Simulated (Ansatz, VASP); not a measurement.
## NaYC in VASP and in Ansatz

The input INCAR:

```
SYSTEM = NaYC
PREC = Accurate
ENCUT = 600
EDIFF = 1E-6
ISMEAR = 0
SIGMA = 0.1
LREAL = .FALSE.
LASPH = .TRUE.
NELM = 60
ALGO = Normal
ISIF = 3
LWAVE = .FALSE.
LCHARG = .FALSE.
GGA = PE
IBRION = 2
NSW = 100
EDIFFG = -0.01
```

KPOINTS

```
regular mesh
0
G
  12 12 10
  0 0 0
```

File POSCAR:

```
NaYC
1.0
    3.9567021488      0.0000000000      0.0000000000
    0.0000000000      3.9567021488      0.0000000000
    0.0000000000      0.0000000000      4.5092004916
Na Y C
1 1 1
Direct
    0.0000000000      0.0000000000      0.0000000000
    0.5000000000      0.5000000000      0.5000000000
    0.5000000000      0.5000000000      0.0000000000
```

Input for Ansatz:

```yaml
crystal:
  lattice:
    - [3.9567021488, 0.0, 0.0]
    - [0.0, 3.9567021488, 0.0]
    - [0.0, 0.0, 4.5092004916]
  atoms:
    - { symbol: Na, position: [0.0, 0.0, 0.0] }
    - { symbol: "Y", position: [0.5, 0.5, 0.5] }
    - { symbol: C, position: [0.5, 0.5, 0.0] }
basis:
  ecutwfc: 420
kpoints:
  mp_grid: { grid: [12, 12, 10] }
hamiltonian:
  xc: pbe
scf:
  occupations: { method: gaussian, width: 0.1 }
output:
  forces: true
  stress: true
  eigenvalues: true
relax:
  adjacent_minimum: "off"
  f_tol: 0.01
  max_steps: 80
  cell: { stress_tol: 0.05 }
```

Change from the starting cell: species swapped into the TbCoC type (Pmmm, No. 47).

Alike in both runs: task relaxation of cell and atoms; functional PBE; k mesh 12 × 12 × 10; occupations gaussian, width 0.1 eV; no spin polarisation.

```csv
,VASP,Ansatz
version,VASP 6.6.1,Ansatz 0.2.0
potentials or method,"VASP PAW PBE potentials, release 64 (Na_pv, Y_sv, C), cutoff 600 eV","scalar-relativistic, plane waves, PAW"
valence electrons in the cell,22,24
```

Ansatz gave:

| Item | Value |
| --- | --- |
| gap on the k mesh at the Fermi level, each at its own relaxed structure (eV) | none |
| relaxed volume (Å³/atom) | 23.65 |
| relaxed length of the cell vector where the two differ most in proportion (Å) | 3.971 |

**Question.** Which values does VASP return?

**Answer.** gap on the k mesh at the Fermi level, each at its own relaxed structure (eV): none; relaxed volume (Å³/atom): 23.54; relaxed length of the cell vector where the two differ most in proportion (Å): 3.962.

A gap of «none» marks a metal or a gap that the smearing closes. VASP's potentials hold 22 valence electrons a cell and Ansatz's 24, so a difference there can come from the potentials and not from the codes.
